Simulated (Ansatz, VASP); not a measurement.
**Two plane-wave programs on HgTe**

INCAR

```
ALGO     = Normal         # electronic algorithm
EDIFF    = 1E-7           # SCF threshold, eV
ENCUT    = 520            # plane-wave cutoff, eV
GGA      = PS             # functional
ISIF     = 2              # what is computed and relaxed
ISMEAR   = 0              # smearing method
LASPH    = T              # aspherical terms in the spheres
LCHARG   = T              # write CHGCAR
LELF     = T              # ELF
LREAL    = F              # projectors in reciprocal space
LVHAR    = T            
LWAVE    = F              # write WAVECAR
NBANDS   = 26             # bands
NELM     = 100            # most SCF steps
PREC     = Accurate       # precision mode
SIGMA    = 0.15           # smearing width, eV
```

The input KPOINTS:

```
k-points
0
Gamma
  12 12 8
```

POSCAR

```
HgTe
1.0
    2.9995453784     -3.0001352822      0.0000000000
    2.9995453784      3.0001352822      0.0000000000
    0.0000000000      0.0000000000      5.8584533878
Hg Te
2 2
Direct
    0.2498182349      0.7501817651      0.7500000000
    0.7501817651      0.2498182349      0.2500000000
    0.7498667075      0.2501332925      0.7500000000
    0.2501332925      0.7498667075      0.2500000000
```

Input for Ansatz:

```yaml
crystal:
  lattice:
    - [2.9995453784, -3.0001352822, 0.0]
    - [2.9995453784, 3.0001352822, 0.0]
    - [0.0, 0.0, 5.8584533878]
  atoms:
    - { symbol: Hg, position: [0.2498182349, 0.7501817651, 0.75] }
    - { symbol: Hg, position: [0.7501817651, 0.2498182349, 0.25] }
    - { symbol: Te, position: [0.7498667075, 0.2501332925, 0.75] }
    - { symbol: Te, position: [0.2501332925, 0.7498667075, 0.25] }
basis:
  ecutwfc: 420
kpoints:
  mp_grid: { grid: [12, 12, 8] }
hamiltonian:
  xc: pbesol
scf:
  occupations: { method: gaussian, width: 0.15 }
output:
  forces: true
  stress: true
  eigenvalues: true
```

Change from the starting cell: strain +0.000 along x and y, -0.025 along z, atoms carried along.

Alike in both runs: task single point; functional PBEsol; k mesh 12 × 12 × 8; occupations gaussian, width 0.15 eV; no spin polarisation.

```csv
,VASP,Ansatz
version,VASP 6.6.1,Ansatz 0.2.0
potentials or method,"VASP PAW PBE potentials, release 64 (Hg, Te), cutoff 520 eV","scalar-relativistic, plane waves, PAW"
valence electrons in the cell,36,72
```

|  | VASP | Ansatz | Ansatz less VASP |
| --- | --- | --- | --- |
| gap on the k mesh at the Fermi level (eV) | none | none | - |
| pressure (GPa) | 2.0 | 1.7 | -0.24 |
| traceless stress, the component that is largest in VASP (GPa) | 1.26 | 1.22 | -0.047 |

VASP's potentials were made for PBE, not for PBEsol. A gap of «none» marks a metal or a gap that the smearing closes. The functional is the same, so the differences come from potentials, cutoffs and numerics. VASP's potentials hold 36 valence electrons a cell and Ansatz's 72, so a difference there can come from the potentials and not from the codes.

Spin-orbit coupling is off throughout.
